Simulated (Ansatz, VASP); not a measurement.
# Pt in VASP and in Ansatz

```
Pt
1.0
     2.98152    0.00000    0.00000
    -1.49076    2.58207    0.00000
     0.00000    0.00000    4.98382
Pt
2
Cartesian
  1.4908 0.8607 3.7379
  0.0000 1.7214 1.2460
```

Change from the starting cell: strain +0.080 along x and y, +0.040 along z, atoms carried along.

Alike in both runs: task single point; functional PBEsol; k mesh 18 × 18 × 10; occupations gaussian, width 0.15 eV; no spin polarisation.

|  | VASP | Ansatz |
| --- | --- | --- |
| version | VASP 6.6.1 | Ansatz 0.2.0 |
| potentials or method | VASP PAW PBE potentials, release 64 (Pt), cutoff 520 eV | scalar-relativistic, plane waves, PAW |
| valence electrons in the cell | 20 | 36 |

VASP gave:

- gap on the k mesh at the Fermi level (eV): none
- pressure (GPa): -35.0
- traceless stress, the component that is largest in VASP (GPa): 2.72

Problem. What did Ansatz give for the same quantities?

Solution. gap on the k mesh at the Fermi level (eV): none; pressure (GPa): -34.9; traceless stress, the component that is largest in VASP (GPa): 2.80.

VASP's potentials were made for PBE, not for PBEsol. A gap of «none» marks a metal or a gap that the smearing closes. Both programs put the cell under strong tension, so it lies far from rest at this level. The functional is the same, so the differences come from potentials, cutoffs and numerics. VASP's potentials hold 20 valence electrons a cell and Ansatz's 36, so a difference there can come from the potentials and not from the codes.

Spin-orbit coupling is off throughout. Noted on VASP's run: the cell as given lies far from equilibrium.
